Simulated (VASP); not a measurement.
# Ge2Sb2Te5 (P-3m1) in VASP: a series of runs

The runs below take Ge2Sb2Te5 through equation of state, with PBE.

Program: VASP 6.6.1. These are calculated values, not measurements. Logs are shortened: lines on timing, memory, paths and dates and some standing lists are left out, and cuts for length are marked.

## 1. The cell of the first run

It takes space group P-3m1 (No. 164, trigonal). Conventional cell: a = 4.294 Å, b = 4.294 Å, c = 17.101 Å, α = 90.00°, β = 90.00°, γ = 120.00°. Te (site symmetry 3m) has 3 Sb at 3.01 Å and 3 Te at 3.70 Å within 4.0 Å. Te (site symmetry 3m) has 3 Ge at 3.00 Å and 3 Sb at 3.20 Å within 3.9 Å. Within 4.0 Å of Te (site symmetry -3m) lie 6 Ge at 3.04 Å. Sb (site symmetry 3m) has 6 Te at 3.01 to 3.20 Å within 4.0 Å. Ge (site symmetry 3m) has 6 Te at 3.00 to 3.04 Å within 3.9 Å.

## 2. Equation of state, PBE

POSCAR.step1

```
Ge2Sb2Te5
1.0
    4.1763590786      0.0000000000      0.0000000000
   -2.0881795393      3.6168330574      0.0000000000
    0.0000000000      0.0000000000     16.6325780329
Te Sb Ge
5 2 2
Direct
    0.6666666667      0.3333333333      0.4198920000
    0.3333333333      0.6666666667      0.5801080000
    0.3333333333      0.6666666667      0.2015420000
    0.6666666667      0.3333333333      0.7984580000
    0.0000000000      0.0000000000      0.0000000000
    0.0000000000      0.0000000000      0.3200680000
    0.0000000000      0.0000000000      0.6799320000
    0.6666666667      0.3333333333      0.1028950000
    0.3333333333      0.6666666667      0.8971050000
```

POSCAR.step2

```
Ge2Sb2Te5
1.0
    4.2360294130      0.0000000000      0.0000000000
   -2.1180147065      3.6685090828      0.0000000000
    0.0000000000      0.0000000000     16.8702183970
Te Sb Ge
5 2 2
Direct
    0.6666666667      0.3333333333      0.4198920000
    0.3333333333      0.6666666667      0.5801080000
    0.3333333333      0.6666666667      0.2015420000
    0.6666666667      0.3333333333      0.7984580000
    0.0000000000      0.0000000000      0.0000000000
    0.0000000000      0.0000000000      0.3200680000
    0.0000000000      0.0000000000      0.6799320000
    0.6666666667      0.3333333333      0.1028950000
    0.3333333333      0.6666666667      0.8971050000
```

POSCAR.step3

```
Ge2Sb2Te5
1.0
    4.2940644248      0.0000000000      0.0000000000
   -2.1470322124      3.7187688774      0.0000000000
    0.0000000000      0.0000000000     17.1013460000
Te Sb Ge
5 2 2
Direct
    0.6666666667      0.3333333333      0.4198920000
    0.3333333333      0.6666666667      0.5801080000
    0.3333333333      0.6666666667      0.2015420000
    0.6666666667      0.3333333333      0.7984580000
    0.0000000000      0.0000000000      0.0000000000
    0.0000000000      0.0000000000      0.3200680000
    0.0000000000      0.0000000000      0.6799320000
    0.6666666667      0.3333333333      0.1028950000
    0.3333333333      0.6666666667      0.8971050000
```

POSCAR.step4

```
Ge2Sb2Te5
1.0
    4.3505717526      0.0000000000      0.0000000000
   -2.1752858763      3.7677056588      0.0000000000
    0.0000000000      0.0000000000     17.3263895179
Te Sb Ge
5 2 2
Direct
    0.6666666667      0.3333333333      0.4198920000
    0.3333333333      0.6666666667      0.5801080000
    0.3333333333      0.6666666667      0.2015420000
    0.6666666667      0.3333333333      0.7984580000
    0.0000000000      0.0000000000      0.0000000000
    0.0000000000      0.0000000000      0.3200680000
    0.0000000000      0.0000000000      0.6799320000
    0.6666666667      0.3333333333      0.1028950000
    0.3333333333      0.6666666667      0.8971050000
```

POSCAR.step5

```
Ge2Sb2Te5
1.0
    4.4056481279      0.0000000000      0.0000000000
   -2.2028240640      3.8154031990      0.0000000000
    0.0000000000      0.0000000000     17.5457341895
Te Sb Ge
5 2 2
Direct
    0.6666666667      0.3333333333      0.4198920000
    0.3333333333      0.6666666667      0.5801080000
    0.3333333333      0.6666666667      0.2015420000
    0.6666666667      0.3333333333      0.7984580000
    0.0000000000      0.0000000000      0.0000000000
    0.0000000000      0.0000000000      0.3200680000
    0.0000000000      0.0000000000      0.6799320000
    0.6666666667      0.3333333333      0.1028950000
    0.3333333333      0.6666666667      0.8971050000
```

INCAR

```
GGA = PE
ISMEAR = 0
SIGMA = 0.03
LWAVE = False
LCHARG = False
ISIF = 2
NSW = 0
PREC = Accurate
LASPH = True
LREAL = False
ALGO = Normal
EDIFF = 1E-6
NELM = 120
GGA_COMPAT = False
ENCUT = 400
EFERMI = MIDGAP
KPAR = 8
```

KPOINTS

```
Automatic mesh
0
Gamma
  6 6 2
  0 0 0
```

Potentials or basis: VASP PAW PBE potentials, release 64 (Te, Sb, Ge_d).

On the command line:

```console
> cat potpaw_PBE.64/Te/POTCAR potpaw_PBE.64/Sb/POTCAR potpaw_PBE.64/Ge_d/POTCAR > POTCAR
> cp POSCAR.step1 POSCAR
> mpirun -np 8 vasp_std > vasp.out
> cp POSCAR.step2 POSCAR
> mpirun -np 8 vasp_std > vasp.out
> cp POSCAR.step3 POSCAR
> mpirun -np 8 vasp_std > vasp.out
> cp POSCAR.step4 POSCAR
> mpirun -np 8 vasp_std > vasp.out
> cp POSCAR.step5 POSCAR
> mpirun -np 8 vasp_std > vasp.out
```

OUTCAR:

```text
GGA = PE
   ISMEAR = 0
   ISIF = 2
   NSW = 0
   PREC = Accurate
   LASPH = True
   LREAL = False
   EDIFF = 1E-6
   NELM = 120
   ENCUT = 400
   EFERMI = MIDGAP

 Found     14 irreducible k-points:

 Following reciprocal coordinates:
            Coordinates               Weight
  0.000000  0.000000  0.000000      1.000000
  0.166667  0.000000  0.000000      6.000000
  0.333333 -0.000000  0.000000      6.000000
  0.500000  0.000000  0.000000      3.000000
  0.166667  0.166667  0.000000      6.000000
  0.333333  0.166667  0.000000     12.000000
   k-points           NKPTS =     14   k-points in BZ     NKDIM =     14   number of bands    NBANDS=     40
   number of dos      NEDOS =    301   number of ions     NIONS =      9
   total plane-waves  NPLWV = 108000
   dimension x,y,z NGX =    30 NGY =   30 NGZ =  120
   dimension x,y,z NGXF=    60 NGYF=   60 NGZF=  240
   ions per type =               5   2   2
   NGX,Y,Z   is equivalent  to a cutoff of  11.32, 11.32, 11.37 a.u.
   NGXF,Y,Z  is equivalent  to a cutoff of  22.64, 22.64, 22.74 a.u.
 SYSTEM =  unknown system
   PREC   = accura    normal or accurate (medium, high low for compatibility)
   ISTART =      0    job   : 0-new  1-cont  2-samecut
   ICHARG =      2    charge: 1-file 2-atom 10-const
   ISPIN  =      1    spin polarized calculation?
   LNONCOLLINEAR =      F non collinear calculations
   LSORBIT =      F    spin-orbit coupling
   LASPH  =      T    aspherical Exc in radial PAW
   ENCUT  =  400.0 eV  29.40 Ry    5.42 a.u.   7.18  7.18 28.61*2*pi/ulx,y,z
   NELM   =    120;   NELMIN=  2; NELMDL=  0     # of ELM steps
   EDIFF  = 0.1E-05   stopping-criterion for ELM
   LREAL  =      F    real-space projection
   EDIFFG = 0.1E-04   stopping-criterion for IOM
   NSW    =      0    number of steps for IOM
   IBRION =     -1    ionic relax: 0-MD 1-quasi-New 2-CG
   NFREE  =      0    steps in history (QN), initial steepest desc. (CG)
   ISIF   =      2    stress and relaxation
   ISYM   =      2    0-nonsym 1-usesym 2-fastsym
   POTIM  = 0.5000    time-step for ionic-motion
   TEBEG  =    0.0;   TEEND  =   0.0 temperature during run

   SCALEE = 1.0000    scale energy and forces
   PSTRESS=    0.0 pullay stress
   NELECT =      68.0000    total number of electrons
   NUPDOWN=      -1.0000    fix difference up-down
   EMIN   =  10.00;   EMAX   =-10.00  energy-range for DOS
   EFERMI =   0.00;   METHOD = MIDGAP
   ISMEAR =     0;   SIGMA  =   0.03  broadening in eV -4-tet -1-fermi 0-gaus
   EFERMI_NEDOS =   21; number of points for ismear=-14 and -15
   IALGO  =     38    algorithm
   IMIX   =      4    mixing-type and parameters
     AMIX     =   0.40;   BMIX     =  1.00
     AMIX_MAG =   1.60;   BMIX_MAG =  1.00
  volume/ion in A,a.u.               =      32.77       221.14
  Fermi-wavevector in a.u.,A,eV,Ry     =   1.003854  1.897009 13.710901  1.007723
  Thomas-Fermi vector in A             =   2.136432
   LORBIT       =      0    0 simple, 1 ext, 2 COOP (PROOUT), +10 PAW based schemes
   GGA     = PE    functional components
   LHFCALC =     F    Hartree Fock is set to
   AEXX    =    0.0000 exact exchange contribution
   IVDW    =     0    specifies the selected vdW correction
   LEPSILON=     F    determine dielectric tensor
   LRPA    =     F    only Hartree local field effects (RPA)

   CSHIFT  =0.1000    complex shift for real part using Kramers Kronig

   OMEGAMAX=  -1.0    maximum frequency
 non-spin polarized calculation
 Gauss-broadening in eV      SIGMA  =   0.03
  energy-cutoff  :      400.00
  volume of cell :      294.93
 maximum number of plane-waves:      5388
 NGX is ok and might be reduce to    30
   NGX = 15   NGY = 15   NGZ = 57

 number of electron      67.9999988 magnetization

 Free energy of the ion-electron system (eV)
  ---------------------------------------------------
  ext. energy  EPLUGINS =         0.00000000
  ---------------------------------------------------
  free energy    TOTEN  =       -33.77547765 eV

  energy without entropy =      -33.77547765  energy(sigma->0) =      -33.77547765

 E-fermi :   5.4113     XC(G=0):  -9.0911

 val. band max:        5.2153611964   @ k =   0.0000   0.0000   0.0000
 cond. band min:       5.6072344505   @ k =   0.0000   0.0000   0.0000
 fundamental gap:      0.3918732542
 Fermi energy:         5.4112978234

 k-point     1 :       0.0000    0.0000    0.0000
  band No.  band energies     occupation
      1     -19.6642      2.00000
      2     -19.6642      2.00000
      3     -19.6638      2.00000
      4     -19.6638      2.00000
      5     -19.6619      2.00000
      6     -19.6618      2.00000
[... 32 lines left out ...]
     39       6.2276      0.00000
     40       6.2485      0.00000

 k-point     2 :       0.1667    0.0000    0.0000
  band No.  band energies     occupation
      1     -19.6646      2.00000
      2     -19.6641      2.00000
      3     -19.6641      2.00000
      4     -19.6636      2.00000
      5     -19.6618      2.00000
      6     -19.6616      2.00000
[... 32 lines left out ...]
     39       6.5433      0.00000
     40       6.8156      0.00000

 k-point     3 :       0.3333   -0.0000    0.0000
  band No.  band energies     occupation
      1     -19.6654      2.00000
      2     -19.6647      2.00000
      3     -19.6640      2.00000
      4     -19.6633      2.00000
      5     -19.6619      2.00000
      6     -19.6612      2.00000
[... 79 lines left out ...]
  band No.  band energies     occupation
      1     -19.6650      2.00000
      2     -19.6646      2.00000
      3     -19.6638      2.00000
      4     -19.6637      2.00000
      5     -19.6615      2.00000
      6     -19.6615      2.00000
[... 32 lines left out ...]
     39       7.3404      0.00000
     40       7.4278      0.00000

 k-point     6 :       0.3333    0.1667    0.0000
  band No.  band energies     occupation
      1     -19.6655      2.00000
      2     -19.6648      2.00000
      3     -19.6642      2.00000
      4     -19.6635      2.00000
      5     -19.6616      2.00000
      6     -19.6611      2.00000
[... 32 lines left out ...]
     39       7.2241      0.00000
     40       7.4758      0.00000

 [... further k-points ...]

------------------------ aborting loop because EDIFF is reached ----------------------------------------

  FORCE on cell =-STRESS in cart. coord.  units (eV):
  Direction    XX          YY          ZZ          XY          YZ          ZX
  --------------------------------------------------------------------------------------
  -------------------------------------------------------------------------------------
  Total       -5.4988952     -5.4988952     -5.6227582      0.0000000     -0.0000000      0.0000000
  in kB      -29.8719955    -29.8719955    -30.5448641      0.0000000     -0.0000000      0.0000000
  external PRESSURE =     -30.0962850 kB  Pullay stress =       0.0000000 kB

 VOLUME and BASIS-vectors are now :
 -----------------------------------------------------------------------------
  energy-cutoff  :      400.00
  volume of cell :      294.93
      direct lattice vectors                 reciprocal lattice vectors
     4.405648128  0.000000000  0.000000000     0.226981359  0.131047749  0.000000000
    -2.202824064  3.815403199  0.000000000     0.000000000  0.262095498  0.000000000
     0.000000000  0.000000000 17.545734189     0.000000000  0.000000000  0.056993910

 POSITION                                       TOTAL-FORCE (eV/Angst)
 -----------------------------------------------------------------------------------
      2.20282      1.27180      7.36731        -0.000000      0.000000     -0.495237
     -0.00000      2.54360     10.17842         0.000000      0.000000      0.495237
     -0.00000      2.54360      3.53620        -0.000000      0.000000     -0.020446
      2.20282      1.27180     14.00953        -0.000000     -0.000000      0.020446
      0.00000      0.00000      0.00000        -0.000000      0.000000      0.000000
      0.00000      0.00000      5.61583        -0.000000     -0.000000      0.135035
      0.00000      0.00000     11.92991        -0.000000      0.000000     -0.135035
      2.20282      1.27180      1.80537        -0.000000     -0.000000     -0.049201
     -0.00000      2.54360     15.74037         0.000000      0.000000      0.049201
 -----------------------------------------------------------------------------------
    total drift:                               -0.000000      0.000000      0.000000

  FREE ENERGIE OF THE ION-ELECTRON SYSTEM (eV)
  ---------------------------------------------------
  free  energy   TOTEN  =       -33.7754776476 eV

  energy  without entropy=      -33.7754776476  energy(sigma->0) =      -33.77547765
```

Run time: 2.6 min. Hardware: 8 MPI ranks of Intel Xeon Platinum 8488C (Sapphire Rapids), shared host; peak memory 0.4 GiB.

What came out:

```
Equilibrium volume                        : 30.53 Å³/atom
Bulk modulus at fixed shape and positions : 49 GPa
Pressure derivative of the bulk modulus   : 4.4 (rough: it moves with the points fitted)
```

Energy against volume, from the lowest point:
```
volume (Å³/atom)  energy (meV/atom)
          27.915              40.06
          29.129              10.55
          30.343               0.00
          31.557               4.73
          32.770              21.73
```

Caveat: the cell was scaled at fixed shape and fractional positions, which overstates the stiffness of a crystal with free parameters, most of all of layers and chains; spin-orbit coupling is left out, which moves the levels of the heavy elements.

## 3. Equation of state, PBE

POSCAR.step1, as its differences from that of step 2:

```diff
@@ -2,5 +2,5 @@
 1.0
-    4.1763590786      0.0000000000      0.0000000000
-   -2.0881795393      3.6168330574      0.0000000000
-    0.0000000000      0.0000000000     16.6325780329
+    4.1611721842      0.0000000000      0.0000000000
+   -2.0805860921      3.6036808211      0.0000000000
+    0.0000000000      0.0000000000     16.5720953968
 Te Sb Ge
```

POSCAR.step2, as its differences from that of step 2:

```diff
@@ -2,5 +2,5 @@
 1.0
-    4.2360294130      0.0000000000      0.0000000000
-   -2.1180147065      3.6685090828      0.0000000000
-    0.0000000000      0.0000000000     16.8702183970
+    4.2064058605      0.0000000000      0.0000000000
+   -2.1032029302      3.6428543338      0.0000000000
+    0.0000000000      0.0000000000     16.7522409819
 Te Sb Ge
```

POSCAR.step3, as its differences from that of step 2:

```diff
@@ -2,5 +2,5 @@
 1.0
-    4.2940644248      0.0000000000      0.0000000000
-   -2.1470322124      3.7187688774      0.0000000000
-    0.0000000000      0.0000000000     17.1013460000
+    4.2506870710      0.0000000000      0.0000000000
+   -2.1253435355      3.6812029870      0.0000000000
+    0.0000000000      0.0000000000     16.9285933203
 Te Sb Ge
```

POSCAR.step4, as its differences from that of step 2:

```diff
@@ -2,5 +2,5 @@
 1.0
-    4.3505717526      0.0000000000      0.0000000000
-   -2.1752858763      3.7677056588      0.0000000000
-    0.0000000000      0.0000000000     17.3263895179
+    4.2940644248      0.0000000000      0.0000000000
+   -2.1470322124      3.7187688774      0.0000000000
+    0.0000000000      0.0000000000     17.1013460000
 Te Sb Ge
```

POSCAR.step5, as its differences from that of step 2:

```diff
@@ -2,5 +2,5 @@
 1.0
-    4.4056481279      0.0000000000      0.0000000000
-   -2.2028240640      3.8154031990      0.0000000000
-    0.0000000000      0.0000000000     17.5457341895
+    4.3365826793      0.0000000000      0.0000000000
+   -2.1682913397      3.7555907659      0.0000000000
+    0.0000000000      0.0000000000     17.2706772699
 Te Sb Ge
```

POSCAR.step6

```
Ge2Sb2Te5
1.0
    4.3782831478      0.0000000000      0.0000000000
   -2.1891415739      3.7917044310      0.0000000000
    0.0000000000      0.0000000000     17.4367516623
Te Sb Ge
5 2 2
Direct
    0.6666666667      0.3333333333      0.4198920000
    0.3333333333      0.6666666667      0.5801080000
    0.3333333333      0.6666666667      0.2015420000
    0.6666666667      0.3333333333      0.7984580000
    0.0000000000      0.0000000000      0.0000000000
    0.0000000000      0.0000000000      0.3200680000
    0.0000000000      0.0000000000      0.6799320000
    0.6666666667      0.3333333333      0.1028950000
    0.3333333333      0.6666666667      0.8971050000
```

POSCAR.step7

```
Ge2Sb2Te5
1.0
    4.4192040538      0.0000000000      0.0000000000
   -2.2096020269      3.8271429751      0.0000000000
    0.0000000000      0.0000000000     17.5997214041
Te Sb Ge
5 2 2
Direct
    0.6666666667      0.3333333333      0.4198920000
    0.3333333333      0.6666666667      0.5801080000
    0.3333333333      0.6666666667      0.2015420000
    0.6666666667      0.3333333333      0.7984580000
    0.0000000000      0.0000000000      0.0000000000
    0.0000000000      0.0000000000      0.3200680000
    0.0000000000      0.0000000000      0.6799320000
    0.6666666667      0.3333333333      0.1028950000
    0.3333333333      0.6666666667      0.8971050000
```

INCAR, as its differences from that of step 2:

```diff
@@ -11,6 +11,6 @@
 ALGO = Normal
-EDIFF = 1E-6
+EDIFF = 1E-7
 NELM = 120
 GGA_COMPAT = False
-ENCUT = 400
+ENCUT = 650
 EFERMI = MIDGAP
```

KPOINTS

```
Automatic mesh
0
Gamma
  9 9 2
  0 0 0
```

Potentials or basis: VASP PAW PBE potentials, release 64 (Te, Sb, Ge_d).

On the command line:

```console
> cat potpaw_PBE.64/Te/POTCAR potpaw_PBE.64/Sb/POTCAR potpaw_PBE.64/Ge_d/POTCAR > POTCAR
> cp POSCAR.step1 POSCAR
> mpirun -np 8 vasp_std > vasp.out
> cp POSCAR.step2 POSCAR
> mpirun -np 8 vasp_std > vasp.out
> cp POSCAR.step3 POSCAR
> mpirun -np 8 vasp_std > vasp.out
> cp POSCAR.step4 POSCAR
> mpirun -np 8 vasp_std > vasp.out
> cp POSCAR.step5 POSCAR
> mpirun -np 8 vasp_std > vasp.out
> cp POSCAR.step6 POSCAR
> mpirun -np 8 vasp_std > vasp.out
> cp POSCAR.step7 POSCAR
> mpirun -np 8 vasp_std > vasp.out
```

Wall time 11 min (8 MPI ranks of Intel Xeon Platinum 8488C (Sapphire Rapids), shared host); peak memory 0.77 GiB.

It converged, with:

* Equilibrium volume: 30.54 Å³/atom
* Bulk modulus at fixed shape and positions: 49 GPa
* Pressure derivative of the bulk modulus: 4.5

Energy against volume, from the lowest point:
| volume (Å³/atom) | energy (meV/atom) |
| --- | --- |
| 27.612 | 50.91 |
| 28.522 | 22.67 |
| 29.433 | 6.29 |
| 30.343 | 0.00 |
| 31.253 | 2.27 |
| 32.163 | 11.82 |
| 33.074 | 27.53 |

Caveat: the cell was scaled at fixed shape and fractional positions, which overstates the stiffness of a crystal with free parameters, most of all of layers and chains; spin-orbit coupling is left out, which moves the levels of the heavy elements.
